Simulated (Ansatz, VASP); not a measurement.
## Two plane-wave programs on AlGaN2

```
Al Ga N
1.0
     3.21699    0.00000    0.00000
     0.00000    3.21699    0.00000
     0.00000    0.00000    4.53292
Al Ga N
1 1 2
Direct
  0.50000 0.50000 0.50000
  0.00000 0.00000 0.00000
  0.50000 0.00000 0.73908
  0.00000 0.50000 0.26092
```

Change from the starting cell: strain +0.025 along x and y, +0.025 along z, atoms carried along.

Alike in both runs: task single point; functional r2SCAN; k mesh 8 × 8 × 6; occupations gaussian, width 0.05 eV; no spin polarisation.

```csv
,VASP,Ansatz
version,VASP 6.6.1,Ansatz 0.2.0
potentials or method,"VASP PAW PBE potentials, release 64 (Al, Ga_d, N), cutoff 520 eV","scalar-relativistic, plane waves, PAW"
valence electrons in the cell,26,26
```

|  | VASP | Ansatz | Ansatz less VASP |
| --- | --- | --- | --- |
| gap on the k mesh at the Fermi level (eV) | 2.82 | 2.81 | -0.010 |
| least direct gap on the mesh (eV) | 2.82 | 2.81 | -0.010 |
| pressure (GPa) | -12.7 | -13.0 | -0.23 |
| traceless stress, the component that is largest in VASP (GPa) | 0.12 | 0.09 | -0.031 |
| rms of the force components (eV/Å) | 0.031 | 0.001 | -0.0307 |

VASP's potentials were made for PBE, not for r2SCAN. Atom by atom the forces differ by 0.032 eV/Å (rms over components). With one functional, cell and mesh, what is left measures potentials, basis and numerics.
